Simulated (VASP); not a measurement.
# BN (d3) (F-43m) in VASP: a series of runs

BN (d3) is run at these levels: PBE+D3(BJ); tasks: single point, relaxation of cell and atoms.

All numbers are computed with VASP 6.6.1; they aren't measurements. Logs are shortened: lines on timing, memory, paths and dates and some standing lists are left out, and cuts for length are marked.

### Step 1. The cell of the first run

The structure is cubic, space group F-43m (No. 216). The conventional cell has a = 3.712 Å, b = 3.712 Å, c = 3.712 Å, α = 90.00°, β = 90.00°, γ = 90.00°. Within 2.1 Å of B (site symmetry -43m) lie 4 N at 1.61 Å. Within 2.1 Å of N (site symmetry -43m) lie 4 B at 1.61 Å.

### Step 2. Single point, PBE+D3(BJ) (volume scaled by 1.09)

File INCAR:

```
SYSTEM = BN
PREC     = Accurate       ! precision mode
ENCUT    = 600            ! plane-wave cutoff, eV
EDIFF    = 1E-6           ! SCF threshold, eV
ISMEAR   = 0              ! smearing method
SIGMA    = 0.02           ! smearing width, eV
LREAL    = .False.        ! projectors in reciprocal space
LASPH    = .True.         ! aspherical terms in the spheres
NELM     = 120            ! most SCF steps
ALGO     = Normal         ! electronic algorithm
ISIF     = 2              ! what is computed and relaxed
LWAVE    = .False.        ! write WAVECAR
LCHARG   = .False.        ! write CHGCAR
GGA      = PE             ! functional
IVDW     = 12             ! dispersion correction
NBANDS   = 11             ! bands
GGA_COMPAT= .False.
```

File KPOINTS:

```
regular mesh
0
Gamma
  12 12 12
  0 0 0
```

File POSCAR:

```
BN
1.0
    0.0000000000      1.8558051116      1.8558051116
    1.8558051116      0.0000000000      1.8558051116
    1.8558051116      1.8558051116      0.0000000000
B N
1 1
Direct
    0.0000000000      0.0000000000      0.0000000000
    0.2500000000      0.2500000000      0.2500000000
```

Potentials or basis: VASP PAW PBE potentials, release 64 (B, N).

Command:

```console
$ cat potpaw_PBE.64/B/POTCAR potpaw_PBE.64/N/POTCAR > POTCAR
$ mpirun -np 1 vasp_std > vasp.out
```

OUTCAR:

```text
SYSTEM = BN
   PREC = Accurate
   ENCUT = 600
   EDIFF = 1E-6
   ISMEAR = 0
   LREAL = .False.
   LASPH = .True.
   NELM = 120
   ISIF = 2
   GGA = PE
   IVDW = 12
 IVDW          = 12

 ion  position               nearest neighbor table
   1  0.000  0.000  0.000-   2 1.61   2 1.61   2 1.61   2 1.61
   2  0.250  0.250  0.250-   1 1.61   1 1.61   1 1.61   1 1.61

  LATTYP: Found a face centered cubic cell.
 ALAT       =     3.7116102232

  Lattice vectors:

 A1 = (   0.0000000000,   1.8558051116,   1.8558051116)
 A2 = (   1.8558051116,   0.0000000000,   1.8558051116)
 A3 = (   1.8558051116,   1.8558051116,   0.0000000000)

Analysis of symmetry for initial positions (statically):
=====================================================================
 Subroutine PRICEL returns:
 Original cell was already a primitive cell.

 Routine SETGRP: Setting up the symmetry group for a
 face centered cubic supercell.

 Subroutine GETGRP returns: Found 24 space group operations
 (whereof 24 operations were pure point group operations)
 out of a pool of 48 trial point group operations.

The static configuration has the point symmetry T_d .

Analysis of symmetry for dynamics (positions and initial velocities):
=====================================================================
 Subroutine PRICEL returns:
 Original cell was already a primitive cell.

 Routine SETGRP: Setting up the symmetry group for a
 face centered cubic supercell.

 Subroutine GETGRP returns: Found 24 space group operations
 (whereof 24 operations were pure point group operations)
 out of a pool of 48 trial point group operations.

The dynamic configuration has the point symmetry T_d .

 Subroutine INISYM returns: Found 24 space group operations
 (whereof 24 operations are pure point group operations),
 and found     1 'primitive' translations

----------------------------------------------------------------------------------------

                                     Primitive cell

  volume of cell :      12.7828

  direct lattice vectors                    reciprocal lattice vectors
     0.000000000  1.855805112  1.855805112    -0.269424843  0.269424843  0.269424843
     1.855805112  0.000000000  1.855805112     0.269424843 -0.269424843  0.269424843
     1.855805112  1.855805112  0.000000000     0.269424843  0.269424843 -0.269424843

  length of vectors
     2.624504758  2.624504758  2.624504758     0.466657516  0.466657516  0.466657516

  position of ions in fractional coordinates (direct lattice)
     0.000000000  0.000000000  0.000000000
     0.250000000  0.250000000  0.250000000

  ion indices of the primitive-cell ions
   primitive index   ion index
                 1           1
                 2           2

----------------------------------------------------------------------------------------

 KPOINTS: regular mesh

Automatic generation of k-mesh.
 Grid dimensions read from file:
 generate k-points for:   12   12   12

 Generating k-lattice:

  Cartesian coordinates                     Fractional coordinates (reciprocal lattice)
    -0.022452070  0.022452070  0.022452070     0.083333333  0.000000000  0.000000000
     0.022452070 -0.022452070  0.022452070     0.000000000  0.083333333  0.000000000
     0.022452070  0.022452070 -0.022452070     0.000000000  0.000000000  0.083333333

  Length of vectors
     0.038888126  0.038888126  0.038888126

  Shift w.r.t. Gamma in fractional coordinates (k-lattice)
     0.000000000  0.000000000  0.000000000

 Subroutine IBZKPT returns following result:
 ===========================================

 Found     72 irreducible k-points:

 Following reciprocal coordinates:
            Coordinates               Weight
  0.000000  0.000000  0.000000      1.000000
  0.083333  0.000000  0.000000      8.000000
  0.166667  0.000000  0.000000      8.000000
  0.250000  0.000000  0.000000      8.000000
  0.333333  0.000000  0.000000      8.000000
  0.416667  0.000000  0.000000      8.000000
[... 16 lines left out ...]
  0.500000  0.166667  0.000000     24.000000
 -0.416667  0.166667  0.000000     24.000000
 [... further k-points ...]
   k-points           NKPTS =     72   k-points in BZ     NKDIM =     72   number of bands    NBANDS=     11
   number of dos      NEDOS =    301   number of ions     NIONS =      2
   total plane-waves  NPLWV =  13824
   dimension x,y,z NGX =    24 NGY =   24 NGZ =   24
   dimension x,y,z NGXF=    48 NGYF=   48 NGZF=   48
   ions per type =               1   1
   NGX,Y,Z   is equivalent  to a cutoff of  15.20, 15.20, 15.20 a.u.
   NGXF,Y,Z  is equivalent  to a cutoff of  30.40, 30.40, 30.40 a.u.
 SYSTEM =  BN
   PREC   = accura    normal or accurate (medium, high low for compatibility)
   ISTART =      0    job   : 0-new  1-cont  2-samecut
   ICHARG =      2    charge: 1-file 2-atom 10-const
   ISPIN  =      1    spin polarized calculation?
   LNONCOLLINEAR =      F non collinear calculations
   LSORBIT =      F    spin-orbit coupling
   LASPH  =      T    aspherical Exc in radial PAW
   ENCUT  =  600.0 eV  44.10 Ry    6.64 a.u.   5.24  5.24  5.24*2*pi/ulx,y,z
   NELM   =    120;   NELMIN=  2; NELMDL= -5     # of ELM steps
   EDIFF  = 0.1E-05   stopping-criterion for ELM
   LREAL  =      F    real-space projection
   EDIFFG = 0.1E-04   stopping-criterion for IOM
   NSW    =      0    number of steps for IOM
   IBRION =     -1    ionic relax: 0-MD 1-quasi-New 2-CG
   NFREE  =      0    steps in history (QN), initial steepest desc. (CG)
   ISIF   =      2    stress and relaxation
   ISYM   =      2    0-nonsym 1-usesym 2-fastsym
   POTIM  = 0.5000    time-step for ionic-motion
   TEBEG  =    0.0;   TEEND  =   0.0 temperature during run
   PSTRESS=    0.0 pullay stress
   NELECT =       8.0000    total number of electrons
   NUPDOWN=      -1.0000    fix difference up-down
   EMIN   =  10.00;   EMAX   =-10.00  energy-range for DOS
   EFERMI =   0.00;   METHOD = LEGACY
   ISMEAR =     0;   SIGMA  =   0.02  broadening in eV -4-tet -1-fermi 0-gaus
   EFERMI_NEDOS =   21; number of points for ismear=-14 and -15
   IALGO  =     38    algorithm
   IMIX   =      4    mixing-type and parameters
     AMIX     =   0.40;   BMIX     =  1.00
     AMIX_MAG =   1.60;   BMIX_MAG =  1.00
  volume/ion in A,a.u.               =       6.39        43.13
  Fermi-wavevector in a.u.,A,eV,Ry     =   1.400326  2.646232 26.679837  1.960913
  Thomas-Fermi vector in A             =   2.523298
   LORBIT       =      0    0 simple, 1 ext, 2 COOP (PROOUT), +10 PAW based schemes
   GGA     = PE    functional components
   LHFCALC =     F    Hartree Fock is set to
   AEXX    =    0.0000 exact exchange contribution
   IVDW    =    12    specifies the selected vdW correction
   LEPSILON=     F    determine dielectric tensor
   LRPA    =     F    only Hartree local field effects (RPA)
 non-spin polarized calculation
 Gauss-broadening in eV      SIGMA  =   0.02
  energy-cutoff  :      600.00
  volume of cell :       12.78
 maximum number of plane-waves:       444
 NGX is ok and might be reduce to    24
   NGX = 11   NGY = 11   NGZ = 11

 number of electron       8.0000000 magnetization

 Free energy of the ion-electron system (eV)
  ---------------------------------------------------
  ext. energy  EPLUGINS =         0.00000000
  ---------------------------------------------------
  free energy    TOTEN  =       -17.38933360 eV

  energy without entropy =      -17.38933360  energy(sigma->0) =      -17.38933360

 E-fermi :   6.5583     XC(G=0): -12.4356

 val. band max:        6.4592017906   @ k =   0.0000   0.0000   0.0000
 cond. band min:      10.8297386948   @ k =   0.5000   0.5000   0.0000
 fundamental gap:      4.3705369042
 Fermi energy:         6.5582961070

 k-point     1 :       0.0000    0.0000    0.0000
  band No.  band energies     occupation
      1     -12.9003      2.00000
      2       6.4592      2.00000
      3       6.4592      2.00000
      4       6.4592      2.00000
      5      14.9029      0.00000
      6      14.9029      0.00000
      7      14.9029      0.00000
      8      15.5519      0.00000
      9      29.7578      0.00000
     10      33.2805      0.00000
     11      33.2805      0.00000

 k-point     2 :       0.0833    0.0000    0.0000
  band No.  band energies     occupation
      1     -12.7421      2.00000
      2       5.5905      2.00000
      3       6.2936      2.00000
      4       6.2936      2.00000
      5      14.9630      0.00000
      6      15.1536      0.00000
      7      15.1536      0.00000
      8      16.2194      0.00000
      9      29.6986      0.00000
     10      31.2060      0.00000
     11      31.2060      0.00000

 k-point     3 :       0.1667    0.0000    0.0000
  band No.  band energies     occupation
      1     -12.2742      2.00000
      2       3.6029      2.00000
      3       5.8890      2.00000
      4       5.8890      2.00000
      5      15.1019      0.00000
      6      15.7411      0.00000
      7      15.7411      0.00000
      8      17.6277      0.00000
      9      29.3965      0.00000
     10      29.7356      0.00000
     11      29.7356      0.00000

 k-point     4 :       0.2500    0.0000    0.0000
  band No.  band energies     occupation
      1     -11.5219      2.00000
      2       1.2809      2.00000
      3       5.4191      2.00000
      4       5.4191      2.00000
      5      15.2786      0.00000
      6      16.3170      0.00000
      7      16.3170      0.00000
      8      19.0155      0.00000
      9      28.9229      0.00000
     10      29.3242      0.00000
     11      29.3242      0.00000

 k-point     5 :       0.3333    0.0000    0.0000
  band No.  band energies     occupation
      1     -10.5511      2.00000
      2      -0.9525      2.00000
      3       5.0165      2.00000
      4       5.0165      2.00000
      5      15.4437      0.00000
      6      16.6362      0.00000
      7      16.6362      0.00000
      8      20.0664      0.00000
      9      28.6506      0.00000
     10      30.0051      0.00000
     11      30.0051      0.00000
[... 211 lines left out ...]
 k-point    21 :       0.3333    0.1667    0.0000
  band No.  band energies     occupation
      1     -10.7014      2.00000
      2       0.6970      2.00000
      3       3.9100      2.00000
      4       4.1139      2.00000
      5      14.1625      0.00000
      6      17.7464      0.00000
      7      18.5674      0.00000
      8      18.6354      0.00000
      9      25.0871      0.00000
     10      31.4243      0.00000
     11      33.5520      0.00000

 k-point    22 :       0.4167    0.1667    0.0000
  band No.  band energies     occupation
      1      -9.7297      2.00000
      2      -1.2381      2.00000
      3       3.5077      2.00000
      4       3.7365      2.00000
      5      14.5627      0.00000
      6      17.9352      0.00000
      7      18.6760      0.00000
      8      19.4431      0.00000
      9      25.9226      0.00000
     10      31.2153      0.00000
     11      33.7062      0.00000

 k-point    23 :       0.5000    0.1667    0.0000
  band No.  band energies     occupation
      1      -8.8726      2.00000
      2      -2.6470      2.00000
      3       2.9630      2.00000
      4       3.8007      2.00000
      5      14.9185      0.00000
      6      17.8592      0.00000
      7      18.4726      0.00000
      8      20.6114      0.00000
      9      26.2885      0.00000
     10      31.3485      0.00000
     11      32.9146      0.00000

 k-point    24 :      -0.4167    0.1667    0.0000
  band No.  band energies     occupation
      1      -8.7141      2.00000
      2      -2.8827      2.00000
      3       2.5927      2.00000
      4       4.0895      2.00000
      5      15.3478      0.00000
      6      17.7151      0.00000
      7      18.1101      0.00000
      8      21.1391      0.00000
      9      26.5679      0.00000
     10      30.8521      0.00000
     11      31.6032      0.00000

 [... further k-points ...]

------------------------ aborting loop because EDIFF is reached ----------------------------------------

 Edisp (eV)   -0.38655

 E8    (eV) :    -0.1144

  FORCE on cell =-STRESS in cart. coord.  units (eV):
  Direction    XX          YY          ZZ          XY          YZ          ZX
  --------------------------------------------------------------------------------------
  -------------------------------------------------------------------------------------
  Total      -2.24875    -2.24875    -2.24875    -0.00000     0.00000     0.00000
  in kB    -281.85476  -281.85476  -281.85476    -0.00000     0.00000     0.00000
  external pressure =     -281.85 kB  Pullay stress =        0.00 kB

 VOLUME and BASIS-vectors are now :
 -----------------------------------------------------------------------------
  energy-cutoff  :      600.00
  volume of cell :       12.78
      direct lattice vectors                 reciprocal lattice vectors
     0.000000000  1.855805112  1.855805112    -0.269424843  0.269424843  0.269424843
     1.855805112  0.000000000  1.855805112     0.269424843 -0.269424843  0.269424843
     1.855805112  1.855805112  0.000000000     0.269424843  0.269424843 -0.269424843

 POSITION                                       TOTAL-FORCE (eV/Angst)
 -----------------------------------------------------------------------------------
      0.00000      0.00000      0.00000         0.000000      0.000000     -0.000000
      0.92790      0.92790      0.92790        -0.000000     -0.000000      0.000000
 -----------------------------------------------------------------------------------
    total drift:                                0.000000      0.000000      0.000000

  FREE ENERGIE OF THE ION-ELECTRON SYSTEM (eV)
  ---------------------------------------------------
  free  energy   TOTEN  =       -17.7758849177 eV

  energy  without entropy=      -17.7758849177  energy(sigma->0) =      -17.77588492
```

Run time: 8.1 s. Hardware: 1 thread of Intel Xeon 6975P-C, shared host; peak memory 0.15 GiB.

Results:

```
Free energy                : -17.7759 eV
Pressure                   : -28.2 GPa
Band gap on the k mesh     : 4.37 eV, indirect (least direct gap 8.44 eV)
Dispersion energy per atom : -0.193 eV
```

 A k mesh can miss the band edges.

(Continued in part 2 of 2.)
